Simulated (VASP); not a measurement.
A run of VASP 6.6.1 is set up as follows.

POSCAR

```
LiH
1.0
    3.2558279722      0.0000000000      0.0000000000
   -1.6279139861      2.8196297343      0.0000000000
    0.0000000000      0.0000000000      4.0684430029
Li H
2 2
Direct
    0.3333333333      0.6666666667     -0.0625093485
    0.6666666667      0.3333333333      0.4374906515
    0.3333333333      0.6666666667      0.4375093485
    0.6666666667      0.3333333333      0.9375093485
```

The input INCAR.step1:

```
SYSTEM = LiH
  PREC = Accurate
  ENCUT = 520
  EDIFF = 1E-5
  ISMEAR = 0
  SIGMA = 0.01
  LREAL = .FALSE.
  LASPH = .TRUE.
  NELM = 60
  ALGO = Normal
  ISIF = 2
  LWAVE = .TRUE.
  NBANDS = 12
  GGA = PE
```

The input INCAR.step2:

```
SYSTEM = LiH
  PREC = Accurate
  ENCUT = 520
  EDIFF = 1E-6
  ISMEAR = 0
  SIGMA = 0.01
  LREAL = .FALSE.
  LASPH = .TRUE.
  NELM = 60
  ALGO = Normal
  ISIF = 2
  LWAVE = .FALSE.
  LCHARG = .TRUE.
  GGA = PE
  LHFCALC = .TRUE.
  HFSCREEN = 0.2079
  PRECFOCK = Normal
  LELF = .TRUE.
  LVHAR = .TRUE.
  NBANDS = 12
  ISTART = 1
```

Contents of KPOINTS:

```
regular mesh
0
G
  6 6 4
  0 0 0
```

Potentials or basis: VASP PAW PBE potentials, release 64 (Li_sv, H).

Run with:

```bash
$ cat potpaw_PBE.64/Li_sv/POTCAR potpaw_PBE.64/H/POTCAR > POTCAR
$ cp INCAR.step1 INCAR
$ mpirun -np 1 vasp_std > vasp.out
$ cp INCAR.step2 INCAR
$ mpirun -np 1 vasp_std > vasp.out
```

(1) Estimate the band gap on the k mesh.

## Answers

(1) 2.73 eV, indirect (least direct gap 4.05 eV).
